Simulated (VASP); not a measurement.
A run of VASP 6.6.1:

Contents of INCAR:

```
SYSTEM = SrMg
  PREC = Accurate
  ENCUT = 520
  EDIFF = 1E-6
  ISMEAR = -1
  SIGMA = 0.1
  LREAL = .False.
  LASPH = .True.
  NELM = 60
  ALGO = Normal
  ISIF = 2
  LWAVE = .False.
  LCHARG = .False.
  GGA = PS
  NBANDS = 13
```

Contents of KPOINTS:

```
Automatic mesh
0
Gamma
  12 12 12
  0 0 0
```

POSCAR

```
SrMg
1.0
    3.9354082047      0.0000000000      0.0000000000
    0.0000000000      3.9354082047      0.0000000000
    0.0000000000      0.0000000000      3.9354082047
Sr Mg
1 1
Direct
    0.5000000000      0.5000000000      0.5000000000
    0.0000000000      0.0000000000      0.0000000000
```

Potentials or basis: VASP PAW PBE potentials, release 64 (Sr_sv, Mg).

Run with:

```bash
$ cat potpaw_PBE.64/Sr_sv/POTCAR potpaw_PBE.64/Mg/POTCAR > POTCAR
$ mpirun -np 1 vasp_std > vasp.out
```

Hardware: 1 thread of AMD EPYC 9R45 96-Core Processor (Zen 5), with other jobs on the host.

Question: Estimate the wall time of this run.

Answer: It took 34 s on 1 thread of AMD EPYC 9R45 96-Core Processor (Zen 5) (shared host), peak memory 0.19 GiB. Counts: scf iterations 11, k points 84.
